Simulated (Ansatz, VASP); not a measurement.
# Two plane-wave programs on KTaO3

Contents of INCAR:

```
SYSTEM = KTaO3
PREC = Accurate ; ENCUT = 520
EDIFF = 1E-6 ; ISMEAR = 0
SIGMA = 0.05 ; LREAL = .FALSE.
LASPH = .TRUE. ; NELM = 100
ALGO = Normal ; ISIF = 2
LWAVE = .FALSE. ; LCHARG = .FALSE.
GGA = PS ; NBANDS = 27
```

The input KPOINTS:

```
regular mesh
0
G
  8 8 8
  0 0 0
```

File POSCAR:

```
KTaO3
1.0
    4.0391175149      0.0000000000      0.0000000000
    0.0000000000      4.0391175149      0.0000000000
    0.0000000000      0.0000000000      3.8799762848
K Ta O
1 1 3
Direct
    0.5000000000      0.5000000000      0.5000000000
    0.0000000000      0.0000000000      0.0000000000
    0.5000000000      0.0000000000      0.0000000000
    0.0000000000      0.5000000000      0.0000000000
    0.0000000000      0.0000000000      0.5000000000
```

Input for Ansatz:

```yaml
crystal:
  lattice:
    - [4.0391175149, 0.0, 0.0]
    - [0.0, 4.0391175149, 0.0]
    - [0.0, 0.0, 3.8799762848]
  atoms:
    - { symbol: K, position: [0.5, 0.5, 0.5] }
    - { symbol: Ta, position: [0.0, 0.0, 0.0] }
    - { symbol: O, position: [0.5, 0.0, 0.0] }
    - { symbol: O, position: [0.0, 0.5, 0.0] }
    - { symbol: O, position: [0.0, 0.0, 0.5] }
basis:
  ecutwfc: 520.0
kpoints:
  mp_grid: { grid: [8, 8, 8] }
hamiltonian:
  xc: pbesol
  pseudopotentials: { kind: paw }
scf:
  occupations: { method: gaussian, width: 0.05 }
output:
  forces: true
  stress: true
  eigenvalues: true
  write_density: true
  write_potential: true
  elf: true
  volumetric_format: npy
```

Alike in both runs: task single point; functional PBEsol; k mesh 8 × 8 × 8; occupations gaussian, width 0.05 eV; no spin polarisation.

|  | VASP | Ansatz |
| --- | --- | --- |
| version | VASP 6.6.1 | Ansatz 0.2.0 |
| potentials or method | VASP PAW PBE potentials, release 64 (K_sv, Ta_pv, O), cutoff 520 eV | scalar-relativistic, plane waves, PAW |
| valence electrons in the cell | 38 | 40 |

VASP gave:

* gap on the k mesh at the Fermi level (eV): 2.02
* least direct gap on the mesh (eV): 2.62
* pressure (GPa): 1.4
* traceless stress, the component that is largest in VASP (GPa): 10.89

Task: Which values does Ansatz return?

Result: gap on the k mesh at the Fermi level (eV): 2.06; least direct gap on the mesh (eV): 2.66; pressure (GPa): 0.6; traceless stress, the component that is largest in VASP (GPa): 10.68.

VASP's potentials were made for PBE, not for PBEsol. VASP's potentials hold 38 valence electrons a cell and Ansatz's 40, so a difference there can come from the potentials and not from the codes.

Spin-orbit coupling is off throughout.
